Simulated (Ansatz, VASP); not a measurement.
## One calculation of ScIn3Rh, two programs

```
CELL_PARAMETERS angstrom
5.04634 0.00000 0.00000
0.00000 5.04634 0.00000
0.00000 0.00000 5.04634
ATOMIC_POSITIONS crystal
Sc 0.00000 0.00000 0.00000
In 0.50000 0.50000 0.00000
In 0.00000 0.50000 0.50000
In 0.50000 0.00000 0.50000
Rh 0.50000 0.50000 0.50000
```

Change from the starting cell: species swapped into the KNiF3 type (Pm-3m, No. 221).

Alike in both runs: functional PBE; k mesh 4 × 4 × 4; occupations gaussian, width 0.1 eV; no spin polarisation.

Ansatz relaxed the structure, and its values are those at the end. VASP's run is a single point on that final structure, the one shown.

|  | VASP | Ansatz |
| --- | --- | --- |
| version | VASP 6.6.1 | Ansatz 0.2.0 |
| potentials or method | VASP PAW PBE potentials, release 64 (Sc_sv, In_d, Rh_pv), cutoff 500 eV | scalar-relativistic, plane waves, PAW |
| valence electrons in the cell | 65 | 67 |

|  | VASP | Ansatz | Ansatz less VASP |
| --- | --- | --- | --- |
| gap on the k mesh at the Fermi level (eV) | none | none | - |
| pressure (GPa) | 0.2 | 0.2 | -0.05 |

A gap of «none» marks a metal or a gap that the smearing closes. The functional is the same, so the differences come from potentials, cutoffs and numerics. VASP's potentials hold 65 valence electrons a cell and Ansatz's 67, so a difference there can come from the potentials and not from the codes.
